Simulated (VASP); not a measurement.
# W in VASP: a series of runs

Runs on W. Level: LDA. Tasks: single point.

Program: VASP 6.6.1. These are calculated values, not measurements. Logs are shortened: lines on timing, memory, paths and dates and some standing lists are left out, and cuts for length are marked.

### Step 1. The cell of the first run

Symmetry: I4/mmm, No. 139, tetragonal system. Conventional cell: a = 2.871 Å, b = 2.871 Å, c = 4.141 Å, α = 90.00°, β = 90.00°, γ = 90.00°. Within 3.8 Å of W (site symmetry 4/mmm) lie 12 W at 2.87 to 2.90 Å.

### Step 2. Single point, LDA (zz strain of +2 %)

Contents of INCAR:

```
ALGO = Normal
EDIFF = 1E-6
ENCUT = 520
ISIF = 2
ISMEAR = -1
LASPH = True
LCHARG = False
LREAL = False
LWAVE = False
NBANDS = 13
NELM = 60
PREC = Accurate
SIGMA = 0.05
```

Contents of KPOINTS:

```
k-points
0
Gamma
  14 14 14
```

Contents of POSCAR:

```
W
1.0
    0.0000000000      2.0300000000      2.0706000000
    2.0300000000      0.0000000000      2.0706000000
    2.0300000000      2.0300000000      0.0000000000
W
1
Direct
    0.0000000000      0.0000000000      0.0000000000
```

Potentials or basis: VASP PAW LDA potentials, release 64 (W_sv).

On the command line:

```console
> cat potpaw_LDA.64/W_sv/POTCAR > POTCAR
> mpirun -np 1 vasp_std > vasp.out
```

OUTCAR:

```text
EDIFF = 1E-6
   ENCUT = 520
   ISIF = 2
   ISMEAR = -1
   LASPH = True
   LREAL = False
   NELM = 60
   PREC = Accurate

 ion  position               nearest neighbor table
   1  0.000  0.000  0.000-

  LATTYP: Found a body centered tetragonal cell.
 ALAT       =     2.8708535316
 C/A-ratio  =     1.4424978336

  Lattice vectors:

 A1 = (  -2.0300000000,   0.0000000000,   2.0706000000)
 A2 = (   2.0300000000,   0.0000000000,   2.0706000000)
 A3 = (   0.0000000000,   2.0300000000,  -2.0706000000)

Analysis of symmetry for initial positions (statically):
=====================================================================
 Subroutine PRICEL returns:
 Original cell was already a primitive cell.

 Routine SETGRP: Setting up the symmetry group for a
 body centered tetragonal supercell.

 Subroutine GETGRP returns: Found 16 space group operations
 (whereof 16 operations were pure point group operations)
 out of a pool of 16 trial point group operations.

The static configuration has the point symmetry D_4h.

Analysis of symmetry for dynamics (positions and initial velocities):
=====================================================================
 Subroutine PRICEL returns:
 Original cell was already a primitive cell.

 Routine SETGRP: Setting up the symmetry group for a
 body centered tetragonal supercell.

 Subroutine GETGRP returns: Found 16 space group operations
 (whereof 16 operations were pure point group operations)
 out of a pool of 16 trial point group operations.

The dynamic configuration has the point symmetry D_4h.

 Subroutine INISYM returns: Found 16 space group operations
 (whereof 16 operations are pure point group operations),
 and found     1 'primitive' translations

----------------------------------------------------------------------------------------

                                     Primitive cell

  volume of cell :      17.0655

  direct lattice vectors                    reciprocal lattice vectors
     0.000000000  2.030000000  2.070600000    -0.246305419  0.246305419  0.241475901
     2.030000000  0.000000000  2.070600000     0.246305419 -0.246305419  0.241475901
     2.030000000  2.030000000  0.000000000     0.246305419  0.246305419 -0.241475901

  length of vectors
     2.899704185  2.899704185  2.870853532     0.423843520  0.423843520  0.423843520

  position of ions in fractional coordinates (direct lattice)
     0.000000000  0.000000000  0.000000000

  ion indices of the primitive-cell ions
   primitive index   ion index
                 1           1

----------------------------------------------------------------------------------------

 KPOINTS: k-points

Automatic generation of k-mesh.
 Grid dimensions read from file:
 generate k-points for:   14   14   14

 Generating k-lattice:

  Cartesian coordinates                     Fractional coordinates (reciprocal lattice)
    -0.017593244  0.017593244  0.017248279     0.071428571 -0.000000000  0.000000000
     0.017593244 -0.017593244  0.017248279    -0.000000000  0.071428571  0.000000000
     0.017593244  0.017593244 -0.017248279     0.000000000  0.000000000  0.071428571

  Length of vectors
     0.030274537  0.030274537  0.030274537

  Shift w.r.t. Gamma in fractional coordinates (k-lattice)
     0.000000000  0.000000000  0.000000000

 Subroutine IBZKPT returns following result:
 ===========================================

 Found    244 irreducible k-points:

 Following reciprocal coordinates:
            Coordinates               Weight
  0.000000  0.000000  0.000000      1.000000
  0.071429  0.000000  0.000000      8.000000
  0.142857  0.000000  0.000000      8.000000
  0.214286  0.000000  0.000000      8.000000
  0.285714  0.000000  0.000000      8.000000
  0.357143  0.000000  0.000000      8.000000
[... 16 lines left out ...]
  0.214286  0.142857  0.000000      8.000000
  0.285714  0.142857  0.000000      8.000000
 [... further k-points ...]
   k-points           NKPTS =    244   k-points in BZ     NKDIM =    244   number of bands    NBANDS=     13
   number of dos      NEDOS =    301   number of ions     NIONS =      1
   total plane-waves  NPLWV =  13824
   dimension x,y,z NGX =    24 NGY =   24 NGZ =   24
   dimension x,y,z NGXF=    48 NGYF=   48 NGZF=   48
   ions per type =               1
   NGX,Y,Z   is equivalent  to a cutoff of  13.76, 13.76, 13.90 a.u.
   NGXF,Y,Z  is equivalent  to a cutoff of  27.52, 27.52, 27.80 a.u.
 SYSTEM =  unknown system
   PREC   = accura    normal or accurate (medium, high low for compatibility)
   ISTART =      0    job   : 0-new  1-cont  2-samecut
   ICHARG =      2    charge: 1-file 2-atom 10-const
   ISPIN  =      1    spin polarized calculation?
   LNONCOLLINEAR =      F non collinear calculations
   LSORBIT =      F    spin-orbit coupling
   LASPH  =      T    aspherical Exc in radial PAW
   ENCUT  =  520.0 eV  38.22 Ry    6.18 a.u.   5.39  5.39  5.34*2*pi/ulx,y,z
   NELM   =     60;   NELMIN=  2; NELMDL= -5     # of ELM steps
   EDIFF  = 0.1E-05   stopping-criterion for ELM
   LREAL  =      F    real-space projection
[... 7 lines left out ...]
   TEBEG  =    0.0;   TEEND  =   0.0 temperature during run
   PSTRESS=    0.0 pullay stress
   NELECT =      14.0000    total number of electrons
   NUPDOWN=      -1.0000    fix difference up-down
   EMIN   =  10.00;   EMAX   =-10.00  energy-range for DOS
   EFERMI =   0.00;   METHOD = LEGACY
   ISMEAR =    -1;   SIGMA  =   0.05  broadening in eV -4-tet -1-fermi 0-gaus
   EFERMI_NEDOS =   21; number of points for ismear=-14 and -15
   IALGO  =     38    algorithm
   IMIX   =      4    mixing-type and parameters
     AMIX     =   0.40;   BMIX     =  1.00
     AMIX_MAG =   1.60;   BMIX_MAG =  1.00
  volume/ion in A,a.u.               =      17.07       115.16
  Fermi-wavevector in a.u.,A,eV,Ry     =   1.532539  2.896078 31.955656  2.348674
  Thomas-Fermi vector in A             =   2.639731
   LORBIT       =      0    0 simple, 1 ext, 2 COOP (PROOUT), +10 PAW based schemes
   GGA     = CA    functional components
   LHFCALC =     F    Hartree Fock is set to
   AEXX    =    0.0000 exact exchange contribution
   IVDW    =     0    specifies the selected vdW correction
   LEPSILON=     F    determine dielectric tensor
   LRPA    =     F    only Hartree local field effects (RPA)
 non-spin polarized calculation
  energy-cutoff  :      520.00
  volume of cell :       17.07
 maximum number of plane-waves:       477
 NGX is ok and might be reduce to    24
   NGX = 11   NGY = 11   NGZ = 11

 number of electron      14.0000001 magnetization

 Free energy of the ion-electron system (eV)
  ---------------------------------------------------
  ext. energy  EPLUGINS =         0.00000000
  ---------------------------------------------------
  free energy    TOTEN  =       -13.53102327 eV

  energy without entropy =      -13.52069169  energy(sigma->0) =      -13.52585748

 E-fermi :   9.8092     XC(G=0): -13.4103

 val. band max:        9.8046191753   @ k =  -0.0714   0.3571   0.2857
 cond. band min:       9.8178211625   @ k =  -0.1429  -0.0000   0.0714
 fundamental gap:      0.0132019873
 Fermi energy:         9.8092437071

 k-point     1 :       0.0000    0.0000    0.0000
  band No.  band energies     occupation
      1     -63.4841      2.00000
      2     -27.4211      2.00000
      3     -27.4009      2.00000
      4     -27.4009      2.00000
      5       1.1199      2.00000
      6       9.1182      2.00000
      7       9.3632      1.99973
      8       9.3632      1.99973
      9      12.0054      0.00000
     10      12.3769      0.00000
     11      22.6533      0.00000
     12      27.2045      0.00000
     13      27.8104      0.00000

 k-point     2 :       0.0714    0.0000    0.0000
  band No.  band energies     occupation
      1     -63.4796      2.00000
      2     -27.4632      2.00000
      3     -27.4203      2.00000
      4     -27.4071      2.00000
      5       1.3343      2.00000
      6       9.0735      2.00000
      7       9.3468      1.99981
      8       9.4626      1.99805
      9      11.9290      0.00000
     10      12.2819      0.00000
     11      23.0764      0.00000
     12      26.6782      0.00000
     13      27.8328      0.00000

 k-point     3 :       0.1429    0.0000    0.0000
  band No.  band energies     occupation
      1     -63.4669      2.00000
      2     -27.6104      2.00000
      3     -27.4434      2.00000
      4     -27.4245      2.00000
      5       1.9400      2.00000
      6       8.7427      2.00000
      7       9.5222      1.99360
      8       9.6972      1.80765
      9      11.8169      0.00000
     10      12.1054      0.00000
     11      24.0542      0.00000
     12      25.3400      0.00000
     13      28.9100      0.00000
[... 305 lines left out ...]
 k-point    23 :       0.2143    0.1429    0.0000
  band No.  band energies     occupation
      1     -63.4489      2.00000
      2     -27.7450      2.00000
      3     -27.5008      2.00000
      4     -27.4996      2.00000
      5       2.8484      2.00000
      6       7.8565      2.00000
      7       9.9447      0.12482
      8      10.3665      0.00003
      9      10.8532      0.00000
     10      12.8988      0.00000
     11      25.5729      0.00000
     12      26.0351      0.00000
     13      28.7366      0.00000

 k-point    24 :       0.2857    0.1429    0.0000
  band No.  band energies     occupation
      1     -63.4313      2.00000
      2     -27.9241      2.00000
      3     -27.5401      2.00000
      4     -27.5327      2.00000
      5       3.7145      2.00000
      6       7.6275      2.00000
      7       9.3451      1.99981
      8      10.5003      0.00000
      9      11.6928      0.00000
     10      13.2658      0.00000
     11      24.3068      0.00000
     12      26.9921      0.00000
     13      29.1989      0.00000

 [... further k-points ...]

------------------------ aborting loop because EDIFF is reached ----------------------------------------

  FORCE on cell =-STRESS in cart. coord.  units (eV):
  Direction    XX          YY          ZZ          XY          YZ          ZX
  --------------------------------------------------------------------------------------
  -------------------------------------------------------------------------------------
  Total       -2.4272158     -2.4272158     -1.8594056      0.0000000      0.0000000     -0.0000000
  in kB     -227.8771023   -227.8771023   -174.5687215      0.0000000      0.0000000     -0.0000000
  external PRESSURE =    -210.1076421 kB  Pullay stress =       0.0000000 kB

 VOLUME and BASIS-vectors are now :
 -----------------------------------------------------------------------------
  energy-cutoff  :      520.00
  volume of cell :       17.07
      direct lattice vectors                 reciprocal lattice vectors
     0.000000000  2.030000000  2.070600000    -0.246305419  0.246305419  0.241475901
     2.030000000  0.000000000  2.070600000     0.246305419 -0.246305419  0.241475901
     2.030000000  2.030000000  0.000000000     0.246305419  0.246305419 -0.241475901

 POSITION                                       TOTAL-FORCE (eV/Angst)
 -----------------------------------------------------------------------------------
      0.00000      0.00000      0.00000         0.000000     -0.000000      0.000000
 -----------------------------------------------------------------------------------
    total drift:                               -0.000000      0.000000      0.000000

  FREE ENERGIE OF THE ION-ELECTRON SYSTEM (eV)
  ---------------------------------------------------
  free  energy   TOTEN  =       -13.5310232707 eV

  energy  without entropy=      -13.5206916895  energy(sigma->0) =      -13.52585748
```

Run time: 23 s. Hardware: 1 thread of Intel Xeon Platinum 8259CL at 2.50GHz (Skylake/Cascade Lake), shared host; peak memory 0.17 GiB.

Results:

```
Free energy            : -13.5310 eV
Pressure               : -21.0 GPa
Band gap on the k mesh : zero (band 7 reaches 12.93 eV, above the bottom of band 8 at 9.36 eV)
```

Caveat: the cell differs from its parent crystal (zz strain of +2 %); spin-orbit coupling is left out, which moves the levels of the heavy elements.

### Step 3. Single point, LDA (equal xy, yz and zx shear strains of +1 %)

Contents of INCAR:

```
SYSTEM = W
PREC     = Accurate       ! precision mode
ENCUT    = 520            ! plane-wave cutoff, eV
EDIFF    = 1E-7           ! SCF threshold, eV
ISMEAR   = -1             ! smearing method
SIGMA    = 0.05           ! smearing width, eV
LREAL    = .False.        ! projectors in reciprocal space
LASPH    = .True.         ! aspherical terms in the spheres
NELM     = 60             ! most SCF steps
ALGO     = Normal         ! electronic algorithm
ISIF     = 2              ! what is computed and relaxed
LWAVE    = .False.        ! write WAVECAR
LCHARG   = .True.         ! write CHGCAR
GGA      = CA             ! functional
LELF     = .True.         ! ELF
LVHAR    = .True.       
NBANDS   = 13             ! bands
```

Contents of KPOINTS:

```
Automatic mesh
0
Gamma
  14 14 14
  0 0 0
```

Contents of POSCAR:

```
W
1.0
    0.0203000000      2.0401500000      2.0401500000
    2.0401500000      0.0203000000      2.0401500000
    2.0401500000      2.0401500000      0.0203000000
W
1
Direct
    0.0000000000      0.0000000000      0.0000000000
```

Potentials or basis: VASP PAW LDA potentials, release 64 (W_sv).

On the command line:

```console
> cat potpaw_LDA.64/W_sv/POTCAR > POTCAR
> mpirun -np 1 vasp_std > vasp.out
```

OUTCAR:

```text
SYSTEM = W
   PREC = Accurate
   ENCUT = 520
   EDIFF = 1E-7
   ISMEAR = -1
   LREAL = .False.
   LASPH = .True.
   NELM = 60
   ISIF = 2
   GGA = CA

 ion  position               nearest neighbor table
   1  0.000  0.000  0.000-

  LATTYP: Found a trigonal (rhomboedric) cell.
 ALAT       =     2.8852792127
 COS(alpha) =     0.5099250056

  Lattice vectors:

 A1 = (   0.0203000000,   2.0401500000,   2.0401500000)
 A2 = (   2.0401500000,   0.0203000000,   2.0401500000)
 A3 = (   2.0401500000,   2.0401500000,   0.0203000000)

Analysis of symmetry for initial positions (statically):
=====================================================================
 Subroutine PRICEL returns:
 Original cell was already a primitive cell.

 Routine SETGRP: Setting up the symmetry group for a
 trigonal (rhombohedral) supercell.

 Subroutine GETGRP returns: Found 12 space group operations
 (whereof 12 operations were pure point group operations)
 out of a pool of 12 trial point group operations.

The static configuration has the point symmetry D_3d.

Analysis of symmetry for dynamics (positions and initial velocities):
[... 169 lines left out ...]
      4     -27.0644      2.00000
      5       1.2866      2.00000
      6       9.3516      2.00000
      7       9.6093      1.99980
      8       9.6093      1.99980
      9      12.5313      0.00000
     10      12.5313      0.00000
     11      22.9407      0.00000
     12      27.7472      0.00000
     13      28.1274      0.00000
[... 354 lines left out ...]
  band No.  band energies     occupation
      1     -63.1178      2.00000
      2     -27.6303      2.00000
      3     -27.2464      2.00000
      4     -27.2097      2.00000
      5       3.9765      2.00000
      6       7.8681      2.00000
      7       9.7388      1.99735
      8      10.5986      0.00005
      9      12.0264      0.00000
     10      13.5427      0.00000
     11      24.6708      0.00000
     12      27.5987      0.00000
     13      29.5398      0.00000

 [... further k-points ...]

------------------------ aborting loop because EDIFF is reached ----------------------------------------

  FORCE on cell =-STRESS in cart. coord.  units (eV):
  Direction    XX          YY          ZZ          XY          YZ          ZX
  --------------------------------------------------------------------------------------
  -------------------------------------------------------------------------------------
  Total       -1.7001174     -1.7001174     -1.7001174      0.1273223      0.1273223      0.1273223
  in kB     -162.8185403   -162.8185403   -162.8185403     12.1935296     12.1935296     12.1935296
  external PRESSURE =    -162.8185403 kB  Pullay stress =       0.0000000 kB

 VOLUME and BASIS-vectors are now :
 -----------------------------------------------------------------------------
  energy-cutoff  :      520.00
  volume of cell :       16.73
      direct lattice vectors                 reciprocal lattice vectors
     0.020300000  2.040150000  2.040150000    -0.248768595  0.246317673  0.246317673
     2.040150000  0.020300000  2.040150000     0.246317673 -0.248768595  0.246317673
     2.040150000  2.040150000  0.020300000     0.246317673  0.246317673 -0.248768595

 POSITION                                       TOTAL-FORCE (eV/Angst)
 -----------------------------------------------------------------------------------
      0.00000      0.00000      0.00000         0.000000      0.000000     -0.000000
 -----------------------------------------------------------------------------------
    total drift:                                0.000000      0.000000     -0.000000

  FREE ENERGIE OF THE ION-ELECTRON SYSTEM (eV)
  ---------------------------------------------------
  free  energy   TOTEN  =       -13.5683114563 eV

  energy  without entropy=      -13.5586959184  energy(sigma->0) =      -13.56350369
```

stdout:

```text
POSCAR found type information on POSCAR W
 POSCAR found :  1 types and       1 ions
 scaLAPACK will be used
 LDA part: xc-table for (Slater(with rela. corr.)+CA(PZ))
 , standard interpolation
 POSCAR, INCAR and KPOINTS ok, starting setup
 FFT: planning ... GRIDC
 FFT: planning ... GRID_SOFT
 FFT: planning ... GRID
 WAVECAR not read
 entering main loop
```

Run time: 26 s. Hardware: 1 thread of Intel Xeon 6975P-C (Granite Rapids), shared host; peak memory 0.18 GiB.

Results:

| Item | Value |
| --- | --- |
| Free energy | -13.5683 eV |
| Pressure | -16.3 GPa |
| Band gap on the k mesh | zero (band 7 reaches 13.18 eV, above the bottom of band 8 at 9.61 eV) |

Levels at points of the mesh, in eV from the Fermi level:
```
           k point  band 3  band 4  band 5  band 6  band 7  band 8  band 9  band 10  band 11  band 12
(0.00, 0.00, 0.00)  -37.13  -37.13   -8.78   -0.72   -0.46   -0.46    2.46     2.46    12.87    17.68
(0.50, 0.00, 0.00)  -37.31  -37.29   -5.44   -0.92   -0.66    0.80    4.80     5.01    10.09    12.47
(0.50, 0.50, 0.00)  -37.56  -37.53   -5.33   -4.38    3.11    4.82    5.61     5.62    11.51    11.82
(0.50, 0.50, 0.50)  -37.27  -37.27   -5.48   -0.71   -0.71    0.60    4.83     4.83     9.82    12.61
```

Caveat: the cell differs from its parent crystal (equal xy, yz and zx shear strains of +1 %); spin-orbit coupling is left out, which moves the levels of the heavy elements.

(Continued in part 2 of 2.)
